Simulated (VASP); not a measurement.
# TiSi2: single point with PBEsol

The system is TiSi2.

```
CELL_PARAMETERS angstrom
0.00000 3.94311 4.14299
2.30490 0.00000 4.14299
2.30490 3.94311 0.00000
ATOMIC_POSITIONS crystal
Ti 0.75000 0.75000 0.75000
Ti 0.50000 0.50000 0.50000
Si 0.08576 0.41424 0.08576
Si 0.41424 0.08576 0.41424
Si 0.16424 0.83576 0.16424
Si 0.83576 0.16424 0.83576
```

```yaml
Program: VASP 6.6.1
Task: single point
Functional: PBEsol
Potentials_or_basis: VASP PAW PBE potentials, release 64 (Ti_sv, Si)
Cutoff: 520 eV
k_mesh: 10 × 10 × 10
Occupations: gaussian, width 0.1 eV
Spin: no spin polarisation
Dipole_correction: no
Further_INCAR_settings: ALGO = Normal; EDIFF = 1e-07; NBANDS = 29
```

```
Pressure               : 17.6 GPa
Largest force          : 0.003 eV/Å
Band gap on the k mesh : zero (bands 20 and 21 overlap by 2.08 eV)
```

Forces on the atoms (eV/Å):
```
Ti   0.000  0.000  0.000
Ti   0.000  0.000  0.000
Si   0.000 -0.003  0.000
Si   0.000  0.003  0.000
Si   0.000  0.003  0.000
Si   0.000 -0.003  0.000
```

Levels at points of the mesh, in eV from the Fermi level:
```
           k point  band 16  band 17  band 18  band 19  band 20  band 21  band 22  band 23  band 24  band 25
(0.00, 0.00, 0.00)    -2.68    -2.51    -1.97    -1.75    -1.38    -1.04     2.32     3.55     3.75     4.03
(0.50, 0.00, 0.00)    -2.54    -2.15    -1.18    -0.09     0.15     1.18     1.57     1.93     2.57     3.11
(0.50, 0.50, 0.00)    -3.20    -1.55    -1.55    -1.13    -1.13     0.76     0.76     3.67     3.67     3.92
(0.50, 0.00, 0.50)    -2.56    -2.45    -2.45    -0.92    -0.92     1.46     1.46     3.87     3.87     3.93
(0.00, 0.50, 0.50)    -1.36    -1.23    -1.23    -0.65    -0.65     0.91     0.91     2.67     2.67     3.75
```

Wall time 4.1 min on 1 thread of Intel(R) Xeon(R) 6975P-C (Granite Rapids), with other jobs on the host, peak memory 0.45 GiB.

Caveat: the cell stands under pressure; the PAW data sets were made with another functional, which shifts forces and pressure a little.
